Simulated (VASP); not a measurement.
# C (Fd-3m) in VASP: elastic constants with r2SCAN

Aim: the elastic constants of C with r2SCAN.

All numbers are computed with VASP 6.6.1; they aren't measurements. Logs are shortened: lines on timing, memory, paths and dates and some standing lists are left out, and cuts for length are marked.

## Step 1: The cell of the first run

It takes space group Fd-3m (No. 227, cubic). Conventional cell: a = 3.555 Å, b = 3.555 Å, c = 3.555 Å, α = 90.00°, β = 90.00°, γ = 90.00°. C (site symmetry -43m) has 4 C at 1.54 Å within 2.1 Å.

## Step 2: Elastic constants, r2SCAN

File INCAR:

```
ALGO = Normal ; EDIFF = 1E-8
ENCUT = 600 ; IBRION = 6
ISIF = 3 ; ISMEAR = 0
LASPH = T ; LCHARG = T
LMIXTAU = T ; LREAL = F
LWAVE = F ; METAGGA = R2SCAN
NELM = 60 ; NFREE = 2
NSW = 1 ; POTIM = 0.015
PREC = Accurate ; SIGMA = 0.01
```

File KPOINTS:

```
k-points
0
Gamma
  12 12 12
```

File POSCAR:

```
C
1.0
    0.0000000000      1.7775349200      1.7775349200
    1.7775349200      0.0000000000      1.7775349200
    1.7775349200      1.7775349200      0.0000000000
C
2
Direct
    0.5000000000      0.5000000000      0.5000000000
    0.7500000000      0.7500000000      0.7500000000
```

Potentials or basis: VASP PAW PBE potentials, release 64 (C).

The run is started by

```bash
> cat potpaw_PBE.64/C/POTCAR > POTCAR
> mpirun -np 1 vasp_std > vasp.out
```

OUTCAR:

```text
EDIFF = 1E-8
   ENCUT = 600
   IBRION = 6
   ISIF = 3
   ISMEAR = 0
   LASPH = T
   LREAL = F
   METAGGA = R2SCAN
   NELM = 60
   NFREE = 2
   NSW = 1
   POTIM = 0.015
   PREC = Accurate

 ion  position               nearest neighbor table
   1  0.500  0.500  0.500-   2 1.54   2 1.54   2 1.54   2 1.54
   2  0.750  0.750  0.750-   1 1.54   1 1.54   1 1.54   1 1.54

  LATTYP: Found a face centered cubic cell.
 ALAT       =     3.5550698400

  Lattice vectors:

 A1 = (   0.0000000000,   1.7775349200,   1.7775349200)
 A2 = (   1.7775349200,   0.0000000000,   1.7775349200)
 A3 = (   1.7775349200,   1.7775349200,   0.0000000000)

Analysis of symmetry for initial positions (statically):
=====================================================================
 Subroutine PRICEL returns:
 Original cell was already a primitive cell.

 Routine SETGRP: Setting up the symmetry group for a
 face centered cubic supercell.

 Subroutine GETGRP returns: Found 48 space group operations
 (whereof 24 operations were pure point group operations)
 out of a pool of 48 trial point group operations.

The static configuration has the point symmetry T_d .
 The point group associated with its full space group is O_h .

Analysis of symmetry for dynamics (positions and initial velocities):
=====================================================================
 Subroutine PRICEL returns:
 Original cell was already a primitive cell.

 Routine SETGRP: Setting up the symmetry group for a
 face centered cubic supercell.

 Subroutine GETGRP returns: Found 48 space group operations
 (whereof 24 operations were pure point group operations)
 out of a pool of 48 trial point group operations.

The dynamic configuration has the point symmetry T_d .
 The point group associated with its full space group is O_h .

 Subroutine INISYM returns: Found 48 space group operations
 (whereof 24 operations are pure point group operations),
 and found     1 'primitive' translations

----------------------------------------------------------------------------------------

                                     Primitive cell

  volume of cell :      11.2327

  direct lattice vectors                    reciprocal lattice vectors
     0.000000000  1.777534920  1.777534920    -0.281288426  0.281288426  0.281288426
     1.777534920  0.000000000  1.777534920     0.281288426 -0.281288426  0.281288426
     1.777534920  1.777534920  0.000000000     0.281288426  0.281288426 -0.281288426

  length of vectors
     2.513813991  2.513813991  2.513813991     0.487205846  0.487205846  0.487205846

  position of ions in fractional coordinates (direct lattice)
     0.500000000  0.500000000  0.500000000
     0.750000000  0.750000000  0.750000000

  ion indices of the primitive-cell ions
   primitive index   ion index
                 1           1
                 2           2

----------------------------------------------------------------------------------------

 KPOINTS: k-points

Automatic generation of k-mesh.
 Grid dimensions read from file:
 generate k-points for:   12   12   12

 Generating k-lattice:

  Cartesian coordinates                     Fractional coordinates (reciprocal lattice)
    -0.023440702  0.023440702  0.023440702     0.083333333  0.000000000  0.000000000
     0.023440702 -0.023440702  0.023440702     0.000000000  0.083333333  0.000000000
[... 109 lines left out ...]
------------------------ aborting loop because EDIFF is reached ----------------------------------------

  FORCE on cell =-STRESS in cart. coord.  units (eV):
  Direction    XX          YY          ZZ          XY          YZ          ZX
  --------------------------------------------------------------------------------------
  -------------------------------------------------------------------------------------
  Total        0.1648357      0.1648357      0.1648357     -0.0000000     -0.0000000      0.0000000
  in kB       23.5113424     23.5113424     23.5113424     -0.0000000     -0.0000000      0.0000000
  external PRESSURE =      23.5113424 kB  Pullay stress =       0.0000000 kB
[... 89 lines left out ...]
  FREE ENERGIE OF THE ION-ELECTRON SYSTEM (eV)
  ---------------------------------------------------
  free  energy   TOTEN  =       -19.6519875048 eV

  energy  without entropy=      -19.6519875048  energy(sigma->0) =      -19.65198750

 E-fermi :   9.7579     XC(G=0): -14.2300

 val. band max:        9.7180259900   @ k =   0.0000   0.0000   0.0000
 cond. band min:      13.8507673279   @ k =   0.3333   0.0000   0.3333
 fundamental gap:      4.1327413379
 Fermi energy:         9.7579437305

 k-point     1 :       0.0000    0.0000    0.0000
  band No.  band energies     occupation
      1     -12.9864      2.00000
      2       9.4797      2.00000
      3       9.7180      2.00000
      4       9.7180      2.00000
      5      15.3959      0.00000
      6      15.3959      0.00000
      7      15.5948      0.00000
      8      23.3305      0.00000
[... 243 lines left out ...]
 k-point    24 :      -0.4167    0.1667    0.0000
  band No.  band energies     occupation
      1      -6.6028      2.00000
      2      -3.5396      2.00000
      3       3.6847      2.00000
      4       6.0009      2.00000
      5      17.7324      0.00000
      6      20.3913      0.00000
      7      21.1282      0.00000
      8      26.0076      0.00000

 [... further k-points ...]

[... ionic steps 4 to 12 ...]

--------------------------------------- Ionic step       13  -------------------------------------------

 number of electron       7.9999999 magnetization

------------------------ aborting loop because EDIFF is reached ----------------------------------------
[... 67 lines left out ...]
--------------------------------------- Ionic step       15  -------------------------------------------

 number of electron       7.9999999 magnetization

 Free energy of the ion-electron system (eV)
  ---------------------------------------------------
  ext. energy  EPLUGINS =         0.00000000
  ---------------------------------------------------
  free energy    TOTEN  =       -19.65899721 eV

  energy without entropy =      -19.65899721  energy(sigma->0) =      -19.65899721

 E-fermi :  10.2374     XC(G=0): -14.3116

 val. band max:       10.1001119113   @ k =   0.0000   0.0000   0.0000
 cond. band min:      14.2159521204   @ k =   0.3333   0.3333   0.0000
 fundamental gap:      4.1158402091
 Fermi energy:        10.2374378839

 k-point     1 :       0.0000    0.0000    0.0000
  band No.  band energies     occupation
      1     -12.9771      2.00000
      2       9.6094      2.00000
      3       9.8582      2.00000
      4      10.1001      2.00000
      5      15.5056      0.00000
      6      15.7130      0.00000
      7      15.9316      0.00000
      8      23.9076      0.00000
[... 282 lines left out ...]
  FREE ENERGIE OF THE ION-ELECTRON SYSTEM (eV)
  ---------------------------------------------------
  free  energy   TOTEN  =       -19.6589972129 eV

  energy  without entropy=      -19.6589972129  energy(sigma->0) =      -19.65899721

 INTERNAL STRAIN TENSORS FROM STRAINED CELLS
 ============================================

 INTERNAL STRAIN TENSOR FOR ION    1 for displacements in x,y,z  (eV/Angst):
          X           Y           Z          XY          YZ          ZX
  --------------------------------------------------------------------------------
  x     0.00000     0.00000     0.00000     0.00000     2.73606     0.00000
  y     0.00000    -0.00000     0.00000     0.00000     0.00000     2.73606
  z     0.00000    -0.00000     0.00000     2.73698     0.00000     0.00000

 INTERNAL STRAIN TENSORS FROM DISPLACED ATOMS
 ============================================

 INTERNAL STRAIN TENSOR FOR ION    1 for displacements in x,y,z  (eV/Angst):
          X           Y           Z          XY          YZ          ZX
  --------------------------------------------------------------------------------
  x    -0.00000     0.00000     0.00000     0.00000     2.73554     0.00000
  y     0.00000     0.00000     0.00000     0.00000     0.00000     2.73554
  z     0.00000     0.00000    -0.00000     2.73554     0.00000     0.00000

 INTERNAL STRAIN TENSOR FOR ION    2 for displacements in x,y,z  (eV/Angst):
          X           Y           Z          XY          YZ          ZX
  --------------------------------------------------------------------------------
  x     0.00000     0.00000     0.00000     0.00000    -2.73554     0.00000
  y     0.00000    -0.00000     0.00000     0.00000     0.00000    -2.73554
  z     0.00000     0.00000     0.00000    -2.73554     0.00000     0.00000

 Eigenvectors and eigenvalues of the dynamical matrix
 ----------------------------------------------------

   1 f  =   39.947457 THz   250.997274 2PiTHz 1332.503728 cm-1   165.209332 meV
             X         Y         Z           dx          dy          dz
      1.777535  1.777535  1.777535     0.000000    0.292336    0.643848
      2.666302  2.666302  2.666302     0.000000   -0.292336   -0.643848
[... 16 lines left out ...]
   5 f  =    0.000000 THz     0.000000 2PiTHz    0.000000 cm-1     0.000000 meV
             X         Y         Z           dx          dy          dz
      1.777535  1.777535  1.777535     0.707107    0.000000    0.000000
      2.666302  2.666302  2.666302     0.707107    0.000000    0.000000

   6 f/i=    0.000001 THz     0.000004 2PiTHz    0.000020 cm-1     0.000002 meV
             X         Y         Z           dx          dy          dz
      1.777535  1.777535  1.777535     0.000000    0.190098    0.681075
      2.666302  2.666302  2.666302     0.000000    0.190098    0.681075

--------------------------------------------------------------------------------------------------------

 ELASTIC MODULI CONTR FROM IONIC RELAXATION (kBar)
 Direction    XX          YY          ZZ          XY          YZ          ZX
 --------------------------------------------------------------------------------
 XX          -0.0000      0.0000      0.0000      0.0000      0.0000      0.0000
 YY           0.0000     -0.0000      0.0000      0.0000      0.0000     -0.0000
 ZZ           0.0000      0.0000     -0.0000      0.0000      0.0000      0.0000
 XY           0.0000      0.0000      0.0000    -27.2198      0.0000      0.0000
 YZ           0.0000      0.0000      0.0000      0.0000    -27.2198      0.0000
 ZX           0.0000     -0.0000      0.0000      0.0000      0.0000    -27.2198
 --------------------------------------------------------------------------------

 TOTAL ELASTIC MODULI (kBar)
 Direction    XX          YY          ZZ          XY          YZ          ZX
 --------------------------------------------------------------------------------
 XX       11183.5299   1240.4689   1240.4689     -0.0000      0.0000     -0.0000
 YY        1240.4689  11183.5299   1240.4689      0.0000      0.0000     -0.0000
 ZZ        1240.4689   1240.4689  11183.5299      0.0000      0.0000     -0.0000
 XY          -0.0000      0.0000      0.0000   5953.4409      0.0000      0.0000
 YZ           0.0000      0.0000      0.0000      0.0000   5953.4409      0.0000
 ZX          -0.0000     -0.0000     -0.0000      0.0000      0.0000   5953.4409
 --------------------------------------------------------------------------------
```

Run time: 19 min. Hardware: 1 thread of Intel Xeon Platinum 8488C (Sapphire Rapids), shared host; peak memory 0.19 GiB.

Results:

```yaml
Elastic_constants_C11_C12_C44: 1118, 124, 595 GPa
Voigt_bulk_modulus: 455 GPa
Highest_phonon_frequency_at_Γ: 1333 cm⁻¹
```

Phonon frequencies in cm⁻¹ (negative: imaginary):
| q point | frequencies |
| --- | --- |
| (0.000, 0.000, 0.000) | 0 0 0 1333 1333 1333 |

Elastic tensor in Voigt notation (GPa, in the Cartesian axes of the cell as first typed):
```
1118  124  124    0    0    0
 124 1118  124    0    0    0
 124  124 1118    0    0    0
   0    0    0  595    0    0
   0    0    0    0  595    0
   0    0    0    0    0  595
```

Clamped-ion elastic tensor (GPa):
```
1118  124  124    0    0    0
 124 1118  124    0    0    0
 124  124 1118    0    0    0
   0    0    0  598    0    0
   0    0    0    0  598    0
   0    0    0    0    0  598
```

Caveat: the cell is under stress, which shifts elastic constants; the PAW data sets were made with another functional, which shifts forces and pressure a little.
